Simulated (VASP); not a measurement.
The system is Li4H3F.

```
CELL_PARAMETERS angstrom
7.97375 0.00000 0.00000
0.00000 7.97375 0.00000
0.00000 0.00000 7.97375
ATOMIC_POSITIONS crystal
H 0.24699 0.00239 0.00318
H 0.25009 0.99752 0.50038
H 0.24932 0.50159 0.99463
H 0.75163 0.99962 0.49607
H 0.74915 0.49863 0.00193
H 0.75115 0.50118 0.50556
H 0.99871 0.25142 0.50330
H 0.99824 0.75159 0.00330
H 0.00225 0.75099 0.49943
H 0.50025 0.24985 0.00222
H 0.49716 0.24902 0.49888
H 0.49606 0.75087 0.00393
H 0.50305 0.75022 0.50025
H 0.00418 0.49723 0.75229
H 0.50414 0.99932 0.24901
H 0.49624 0.00289 0.74988
H 0.49947 0.50179 0.75391
H 0.25143 0.24906 0.24723
H 0.25150 0.25194 0.74887
H 0.25350 0.74860 0.25438
H 0.25127 0.75212 0.74823
H 0.74998 0.25021 0.25237
H 0.75199 0.24904 0.74954
H 0.75203 0.74622 0.74776
F 0.24913 0.49645 0.49811
F 0.75041 0.00526 0.99881
F 0.00007 0.24968 0.00038
F 0.99825 0.99999 0.25217
F 0.99955 0.99994 0.74631
F 0.00293 0.49805 0.25155
F 0.49822 0.50099 0.25027
F 0.75172 0.74986 0.24934
Li 0.00312 0.99879 0.00437
Li 0.99716 0.00172 0.49937
Li 0.99848 0.49978 0.00200
Li 0.00213 0.49586 0.50106
Li 0.50032 0.00056 0.99753
Li 0.49594 0.00278 0.49797
Li 0.49914 0.49771 0.00097
Li 0.49583 0.49822 0.50183
Li 0.24680 0.25266 0.00046
Li 0.25489 0.24910 0.50295
Li 0.24733 0.74894 0.00083
Li 0.25251 0.74550 0.50085
Li 0.74887 0.24508 0.00034
Li 0.75293 0.25087 0.49899
Li 0.75161 0.75018 0.00195
Li 0.74758 0.75333 0.50102
Li 0.25227 0.00493 0.24974
Li 0.24967 0.00125 0.75162
Li 0.24973 0.49961 0.25079
Li 0.24955 0.50024 0.75227
Li 0.74869 0.00058 0.24920
Li 0.75070 0.99653 0.75235
Li 0.74803 0.49462 0.24785
Li 0.74881 0.50405 0.74584
Li 0.00166 0.24582 0.25094
Li 0.00101 0.25711 0.75373
Li 0.99702 0.74253 0.24721
Li 0.99889 0.75341 0.75146
Li 0.50265 0.24856 0.25114
Li 0.50073 0.25127 0.74917
Li 0.50032 0.74991 0.24772
Li 0.49813 0.75075 0.74899
```

| Quantity | Value |
| --- | --- |
| Program | VASP 6.6.1 |
| Task | relaxation of volume and atoms at fixed shape |
| Functional | PBEsol |
| Potentials or basis | VASP PAW PBE potentials, release 64 (H, F, Li_sv) |
| Cutoff | 880 eV |
| k mesh | 1 × 1 × 1, shifted |
| Occupations | fermi-dirac, width 0.05 eV |
| Spin | no spin polarisation |

At the start: pressure 0.5 GPa; volume 7.92 Å³/atom.

Problem. How do energy, volume and symmetry change on relaxing?

Solution. Over 7 steps the energy falls by 2.5 meV/atom and the volume is 8.02 Å³/atom (+1.2 %); space group P1 (No. 1, to 0.1 Å) before and after.

Step by step:
```
step  energy change (eV)  largest force (eV/Å)  pressure (GPa)  volume (Å³)
   1              0.0000                0.2761            0.52       506.98
   2             -0.0598                0.2231            0.33       508.86
   3             -0.1302                0.1071           -0.11       513.91
   4             -0.1454                0.0795           -0.07       513.71
   5             -0.1556                0.0515            0.00       513.38
   6             -0.1588                0.0313            0.04       513.32
   7             -0.1596                0.0259            0.06       513.29
```

Final structure:
```xyz
64
Lattice="8.0067 0.0000 0.0000 0.0000 8.0067 0.0000 0.0000 0.0000 8.0067" Properties=species:S:1:pos:R:3 pbc="T T T"
H     2.0219    8.0055    0.0039
H     2.0107    0.0014    4.0090
H     2.0100    4.0114    7.9974
H     5.9941    0.0048    4.0131
H     5.9909    3.9985    7.9922
H     6.0061    4.0006    4.0270
H     8.0019    1.9993    4.0179
H     0.0111    5.9914    8.0001
H     0.0072    6.0013    4.0211
H     3.9948    2.0047    8.0010
H     4.0069    1.9931    4.0125
H     3.9869    6.0094    8.0001
H     4.0067    6.0229    4.0195
H     8.0066    4.0109    6.0105
H     3.9957    0.0040    2.0091
H     3.9974    0.0012    6.0039
H     4.0087    4.0081    6.0154
H     2.0196    1.9845    2.0037
H     2.0100    2.0059    6.0094
H     2.0087    6.0106    2.0037
H     2.0069    6.0088    6.0092
H     5.9921    1.9976    2.0180
H     5.9928    2.0100    5.9958
H     5.9970    5.9951    5.9972
F     2.0066    4.0015    3.9981
F     6.0108    8.0019    0.0020
F     8.0013    1.9956    0.0105
F     8.0033    8.0008    2.0055
F     8.0040    0.0057    6.0177
F     0.0026    3.9955    2.0072
F     4.0040    4.0074    2.0121
F     6.0079    5.9951    2.0033
Li    8.0027    0.0033    0.0019
Li    0.0007    0.0040    4.0077
Li    0.0037    3.9977    0.0051
Li    0.0102    3.9971    4.0057
Li    4.0051    0.0019    0.0003
Li    4.0044    8.0065    4.0071
Li    4.0013    4.0025    0.0022
Li    4.0005    4.0013    4.0025
Li    2.0032    1.9996    0.0002
Li    2.0088    2.0056    4.0068
Li    2.0068    6.0061    8.0011
Li    2.0077    6.0012    4.0109
Li    6.0040    1.9971    8.0037
Li    5.9972    2.0009    4.0123
Li    5.9998    6.0098    8.0066
Li    6.0002    6.0007    4.0074
Li    2.0007    8.0036    2.0043
Li    2.0010    8.0040    6.0046
Li    2.0063    4.0046    2.0095
Li    2.0043    4.0064    5.9998
Li    6.0074    8.0010    2.0018
Li    6.0071    8.0054    6.0073
Li    6.0024    4.0058    2.0085
Li    6.0014    4.0055    6.0048
Li    8.0049    2.0023    2.0019
Li    8.0050    1.9933    6.0188
Li    8.0037    6.0046    2.0036
Li    0.0009    6.0077    6.0073
Li    4.0026    2.0055    2.0061
Li    4.0029    2.0016    6.0053
Li    4.0050    6.0019    2.0032
Li    4.0043    6.0073    6.0062
```

Caveat: the PAW data sets were made with another functional, which shifts forces and pressure a little.
